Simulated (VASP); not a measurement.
## BN: single point with PBE

The system is BN.

```
B N
1.0
     0.00000    1.75626    1.75626
     1.75626    0.00000    1.75626
     1.75626    1.75626    0.00000
B N
1 1
Cartesian
  0.0000 0.0000 0.0000
  0.8781 0.8781 0.8781
```

```
Program                : VASP 6.6.1
Task                   : single point
Functional             : PBE
Potentials or basis    : VASP PAW PBE potentials, release 64 (B, N)
Cutoff                 : 600 eV
k mesh                 : 12 × 12 × 12
Occupations            : gaussian, width 0.02 eV
Spin                   : no spin polarisation
Dipole correction      : no
Further INCAR settings : ALGO = Normal; EDIFF = 1e-06; NBANDS = 11
```

- Pressure: 41.9 GPa
- Band gap on the k mesh: 4.55 eV (least direct gap 9.23 eV)

Levels at points of the mesh, in eV from the valence-band top:
| k point | band 1 | band 2 | band 3 | band 4 | band 5 | band 6 | band 7 | band 8 | band 9 |
| --- | --- | --- | --- | --- | --- | --- | --- | --- | --- |
| (0.00, 0.00, 0.00) | -21.25 | 0.00 | 0.00 | 0.00 | 9.23 | 9.23 | 9.23 | 11.79 | 26.41 |
| (0.50, 0.00, 0.00) | -16.61 | -11.51 | -2.11 | -2.11 | 11.18 | 11.18 | 11.30 | 16.14 | 24.75 |
| (0.50, 0.50, 0.00) | -15.12 | -9.50 | -5.35 | -5.35 | 4.55 | 9.71 | 19.28 | 19.28 | 22.32 |

It took 10 s on 1 thread of Intel Xeon 8259CL, with other jobs on the host, peak memory 0.12 GiB.

Caveat: the cell stands under pressure. A hybrid or GW would open this gap; PBE tends to underestimate it.
